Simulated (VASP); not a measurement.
# SrTiO3 (R-3m) in VASP: notebook

The runs below take SrTiO3 through electric field gradients, with PBEsol.

All numbers are computed with VASP 6.6.1; they aren't measurements. Logs are shortened: lines on timing, memory, paths and dates and some standing lists are left out, and cuts for length are marked.

**1. The cell of the first run**

The structure is trigonal, space group R-3m (No. 166). Conventional cell: a = 5.550 Å, b = 5.550 Å, c = 6.696 Å, α = 90.00°, β = 90.00°, γ = 120.00°. Within 3.6 Å of Sr (site symmetry -3m) lie 12 O at 2.75 to 2.78 Å and 8 Ti at 3.35 to 3.39 Å. Ti (site symmetry -3m) has 6 O at 1.95 Å within 2.6 Å. O (site symmetry 2/m) has 2 Ti at 1.95 Å within 2.6 Å.

**2. Electric field gradients, PBEsol (equal xy, yz and zx shear strains of -1 %)**

INCAR reads:

```
ALGO     = Normal         # electronic algorithm
EDIFF    = 1E-8           # SCF threshold, eV
ENCUT    = 520            # plane-wave cutoff, eV
GGA      = PS             # functional
ISIF     = 2              # what is computed and relaxed
ISMEAR   = -1             # smearing method
LASPH    = True           # aspherical terms in the spheres
LCHARG   = False          # write CHGCAR
LEFG     = True         
LREAL    = False          # projectors in reciprocal space
LWAVE    = False          # write WAVECAR
NBANDS   = 28             # bands
NELM     = 60             # most SCF steps
PREC     = Accurate       # precision mode
SIGMA    = 0.05           # smearing width, eV
```

KPOINTS reads:

```
k-points
0
Gamma
  7 7 7
```

POSCAR reads:

```
SrTiO3
1.0
    3.9050000000     -0.0195250000     -0.0195250000
   -0.0195250000      3.9050000000     -0.0195250000
   -0.0195250000     -0.0195250000      3.9050000000
Sr Ti O
1 1 3
Direct
    0.0000000000      0.0000000000      0.0000000000
    0.5000000000      0.5000000000      0.5000000000
    0.0000000000      0.5000000000      0.5000000000
    0.5000000000      0.0000000000      0.5000000000
    0.5000000000      0.5000000000      0.0000000000
```

Potentials or basis: VASP PAW PBE potentials, release 64 (Sr_sv, Ti_sv, O).

Launch:

```
> cat potpaw_PBE.64/Sr_sv/POTCAR potpaw_PBE.64/Ti_sv/POTCAR potpaw_PBE.64/O/POTCAR > POTCAR
> mpirun -np 1 vasp_std > vasp.out
```

OUTCAR:

```text
EDIFF = 1E-8
   ENCUT = 520
   GGA = PS
   ISIF = 2
   ISMEAR = -1
   LASPH = True
   LREAL = False
   NELM = 60
   PREC = Accurate

 ion  position               nearest neighbor table
   1  0.000  0.000  0.000-   3 2.75   4 2.75   5 2.75   3 2.75   4 2.75   5 2.75   5 2.78   3 2.78
                             4 2.78   5 2.78   4 2.78   3 2.78   2 3.35   2 3.35   2 3.39   2 3.39
   2  0.500  0.500  0.500-   3 1.95   4 1.95   5 1.95   5 1.95   4 1.95   3 1.95   1 3.35   1 3.35
                             1 3.39   1 3.39   1 3.39   1 3.39   1 3.39   1 3.39
   3  0.000  0.500  0.500-   2 1.95   2 1.95   1 2.75   1 2.75   1 2.78   1 2.78
   4  0.500  0.000  0.500-   2 1.95   2 1.95   1 2.75   1 2.75   1 2.78   1 2.78
   5  0.500  0.500  0.000-   2 1.95   2 1.95   1 2.75   1 2.75   1 2.78   1 2.78

  LATTYP: Found a trigonal (rhomboedric) cell.
 ALAT       =     3.9050976238
 COS(alpha) =    -0.0099745013

  Lattice vectors:

 A1 = (   3.9050000000,  -0.0195250000,  -0.0195250000)
 A2 = (  -0.0195250000,   3.9050000000,  -0.0195250000)
 A3 = (  -0.0195250000,  -0.0195250000,   3.9050000000)

Analysis of symmetry for initial positions (statically):
=====================================================================
 Subroutine PRICEL returns:
 Original cell was already a primitive cell.

 Routine SETGRP: Setting up the symmetry group for a
 trigonal (rhombohedral) supercell.

 Subroutine GETGRP returns: Found 12 space group operations
 (whereof 12 operations were pure point group operations)
 out of a pool of 12 trial point group operations.

The static configuration has the point symmetry D_3d.

Analysis of symmetry for dynamics (positions and initial velocities):
=====================================================================
 Subroutine PRICEL returns:
 Original cell was already a primitive cell.

 Routine SETGRP: Setting up the symmetry group for a
 trigonal (rhombohedral) supercell.

 Subroutine GETGRP returns: Found 12 space group operations
 (whereof 12 operations were pure point group operations)
 out of a pool of 12 trial point group operations.

The dynamic configuration has the point symmetry D_3d.

 Subroutine INISYM returns: Found 12 space group operations
 (whereof 12 operations are pure point group operations),
 and found     1 'primitive' translations

----------------------------------------------------------------------------------------

                                     Primitive cell

  volume of cell :      59.5430

  direct lattice vectors                    reciprocal lattice vectors
     3.905000000 -0.019525000 -0.019525000     0.256094815  0.001286909  0.001286909
    -0.019525000  3.905000000 -0.019525000     0.001286909  0.256094815  0.001286909
    -0.019525000 -0.019525000  3.905000000     0.001286909  0.001286909  0.256094815

  length of vectors
     3.905097624  3.905097624  3.905097624     0.256101282  0.256101282  0.256101282

  position of ions in fractional coordinates (direct lattice)
     0.000000000  0.000000000  0.000000000
     0.500000000  0.500000000  0.500000000
     0.000000000  0.500000000  0.500000000
     0.500000000  0.000000000  0.500000000
     0.500000000  0.500000000  0.000000000

  ion indices of the primitive-cell ions
   primitive index   ion index
                 1           1
                 2           2
                 3           3
                 4           4
                 5           5

----------------------------------------------------------------------------------------

 KPOINTS: k-points

Automatic generation of k-mesh.
 Grid dimensions read from file:
 generate k-points for:    7    7    7

 Generating k-lattice:

  Cartesian coordinates                     Fractional coordinates (reciprocal lattice)
     0.036584974  0.000183844  0.000183844     0.142857143  0.000000000  0.000000000
[... 47 lines left out ...]
   NGX,Y,Z   is equivalent  to a cutoff of  12.77, 12.77, 12.77 a.u.
   NGXF,Y,Z  is equivalent  to a cutoff of  25.54, 25.54, 25.54 a.u.
 SYSTEM =  unknown system
   PREC   = accura    normal or accurate (medium, high low for compatibility)
   ISTART =      0    job   : 0-new  1-cont  2-samecut
   ICHARG =      2    charge: 1-file 2-atom 10-const
   ISPIN  =      1    spin polarized calculation?
   LNONCOLLINEAR =      F non collinear calculations
   LSORBIT =      F    spin-orbit coupling
   LASPH  =      T    aspherical Exc in radial PAW
   ENCUT  =  520.0 eV  38.22 Ry    6.18 a.u.   7.26  7.26  7.26*2*pi/ulx,y,z
   NELM   =     60;   NELMIN=  2; NELMDL= -5     # of ELM steps
   EDIFF  = 0.1E-07   stopping-criterion for ELM
   LREAL  =      F    real-space projection
   EDIFFG = 0.1E-06   stopping-criterion for IOM
   NSW    =      0    number of steps for IOM
   IBRION =     -1    ionic relax: 0-MD 1-quasi-New 2-CG
   NFREE  =      0    steps in history (QN), initial steepest desc. (CG)
   ISIF   =      2    stress and relaxation
   ISYM   =      2    0-nonsym 1-usesym 2-fastsym
   POTIM  = 0.5000    time-step for ionic-motion
   TEBEG  =    0.0;   TEEND  =   0.0 temperature during run
   PSTRESS=    0.0 pullay stress
   NELECT =      40.0000    total number of electrons
   NUPDOWN=      -1.0000    fix difference up-down
   EMIN   =  10.00;   EMAX   =-10.00  energy-range for DOS
   EFERMI =   0.00;   METHOD = LEGACY
   ISMEAR =    -1;   SIGMA  =   0.05  broadening in eV -4-tet -1-fermi 0-gaus
   EFERMI_NEDOS =   21; number of points for ismear=-14 and -15
   IALGO  =     38    algorithm
   IMIX   =      4    mixing-type and parameters
     AMIX     =   0.40;   BMIX     =  1.00
     AMIX_MAG =   1.60;   BMIX_MAG =  1.00
  volume/ion in A,a.u.               =      11.91        80.36
  Fermi-wavevector in a.u.,A,eV,Ry     =   1.433787  2.709465 27.970117  2.055746
  Thomas-Fermi vector in A             =   2.553267
   LORBIT       =      0    0 simple, 1 ext, 2 COOP (PROOUT), +10 PAW based schemes
   GGA     = PS    functional components
   LHFCALC =     F    Hartree Fock is set to
   AEXX    =    0.0000 exact exchange contribution
   IVDW    =     0    specifies the selected vdW correction
   LEPSILON=     F    determine dielectric tensor
   LRPA    =     F    only Hartree local field effects (RPA)
 non-spin polarized calculation
  energy-cutoff  :      520.00
  volume of cell :       59.54
 maximum number of plane-waves:      1616
 NGX is ok and might be reduce to    30
   NGX = 15   NGY = 15   NGZ = 15

 number of electron      40.0000006 magnetization

 Free energy of the ion-electron system (eV)
  ---------------------------------------------------
  ext. energy  EPLUGINS =         0.00000000
  ---------------------------------------------------
  free energy    TOTEN  =       -42.00886210 eV

  energy without entropy =      -42.00886210  energy(sigma->0) =      -42.00886210

 E-fermi :   4.9201     XC(G=0): -11.5401

 val. band max:        3.9716839154   @ k =   0.4286   0.4286   0.4286
 cond. band min:       5.7916312014   @ k =   0.0000   0.0000   0.0000
 fundamental gap:      1.8199472859
 Fermi energy:         4.9201069982

 k-point     1 :       0.0000    0.0000    0.0000
  band No.  band energies     occupation
      1     -52.1752      2.00000
      2     -28.6182      2.00000
      3     -28.5446      2.00000
      4     -28.5332      2.00000
      5     -28.5332      2.00000
      6     -13.3337      2.00000
[... 733 lines left out ...]
     27      12.0704      0.00000
     28      12.3592      0.00000

 [... further k-points ...]
[... 5 lines left out ...]
  --------------------------------------------------------------------------------------
  -------------------------------------------------------------------------------------
  Total       -0.4661355     -0.4661355     -0.4661355      0.4213437      0.4213437      0.4213437
  in kB      -12.5427385    -12.5427385    -12.5427385     11.3374820     11.3374820     11.3374820
  external PRESSURE =     -12.5427385 kB  Pullay stress =       0.0000000 kB

 VOLUME and BASIS-vectors are now :
 -----------------------------------------------------------------------------
  energy-cutoff  :      520.00
  volume of cell :       59.54
      direct lattice vectors                 reciprocal lattice vectors
     3.905000000 -0.019525000 -0.019525000     0.256094815  0.001286909  0.001286909
    -0.019525000  3.905000000 -0.019525000     0.001286909  0.256094815  0.001286909
    -0.019525000 -0.019525000  3.905000000     0.001286909  0.001286909  0.256094815

 POSITION                                       TOTAL-FORCE (eV/Angst)
 -----------------------------------------------------------------------------------
      0.00000      0.00000      0.00000         0.000000      0.000000     -0.000000
      1.93298      1.93298      1.93297        -0.000000     -0.000000     -0.000000
     -0.01953      1.94274      1.94274         0.000000      0.000000     -0.000000
      1.94274     -0.01953      1.94274         0.000000      0.000000      0.000000
      1.94274      1.94274     -0.01953         0.000000      0.000000     -0.000000
 -----------------------------------------------------------------------------------
    total drift:                                0.000000      0.000000     -0.000000

  FREE ENERGIE OF THE ION-ELECTRON SYSTEM (eV)
  ---------------------------------------------------
  free  energy   TOTEN  =       -42.0088621040 eV

  energy  without entropy=      -42.0088621027  energy(sigma->0) =      -42.00886210

 Electric field gradients (V/A^2)
---------------------------------------------------------------------
 ion       V_xx      V_yy      V_zz      V_xy      V_xz      V_yz
---------------------------------------------------------------------
   1      -0.000    -0.000    -0.000    -2.874    -2.874    -2.874
   2      -0.000    -0.000     0.000     1.967     1.967     1.967
   3       9.379    -4.690    -4.690    -1.399    -1.399     0.510
   4      -4.690     9.379    -4.690    -1.399     0.510    -1.399
   5      -4.690    -4.690     9.379     0.510    -1.399    -1.399
---------------------------------------------------------------------

 Electric field gradients after diagonalization (V/A^2)
 (convention: |V_zz| > |V_xx| > |V_yy|)
----------------------------------------------------------------------
 ion       V_xx      V_yy      V_zz     asymmetry (V_yy - V_xx)/ V_zz
----------------------------------------------------------------------
   1       2.874     2.874    -5.749       0.000
   2      -1.967    -1.967     3.934       0.000
   3      -5.199    -4.462     9.662       0.076
   4      -5.199    -4.462     9.662       0.076
   5      -5.199    -4.462     9.662       0.076
----------------------------------------------------------------------

           NMR quadrupolar parameters

 Cq : quadrupolar parameter    Cq=e*Q*V_zz/h
 eta: asymmetry parameters     (V_yy - V_xx)/ V_zz
 Q  : nuclear electric quadrupole moment in mb (millibarn)
----------------------------------------------------------------------
 ion       Cq(MHz)       eta       Q (mb)
----------------------------------------------------------------------
   1      -0.014       0.000       1.000
   2       0.010       0.000       1.000
   3       0.023       0.076       1.000
   4       0.023       0.076       1.000
   5       0.023       0.076       1.000
----------------------------------------------------------------------
```

Run time: 2.5 min. Hardware: 1 thread of Intel Xeon 8259CL, shared host; peak memory 0.22 GiB.

What came out:

- Free energy: -42.0089 eV
- Pressure: -1.3 GPa
- Band gap on the k mesh: 1.82 eV (least direct gap 2.07 eV)
- Largest electric field gradient by atom: Sr -5.7; Ti +3.9; O +9.7 V/Å²

Electric field gradients, principal values (V/Å²):
| atom | least | middle | greatest (by size) |
| --- | --- | --- | --- |
| 1 Sr | 2.874 | 2.874 | -5.749 |
| 2 Ti | -1.967 | -1.967 | 3.934 |
| 3 O | -4.462 | -5.199 | 9.662 |
| 4 O | -4.462 | -5.199 | 9.662 |
| 5 O | -4.462 | -5.199 | 9.662 |

Caveat: the cell differs from its parent crystal (equal xy, yz and zx shear strains of -1 %); without QUAD_EFG the Cq values of the log hold for a quadrupole moment of 1 mb, not for the nuclei; the PAW data sets were made with another functional, which shifts forces and pressure a little. A k mesh can miss the band edges.

(Part 1 of 2 ends here.)
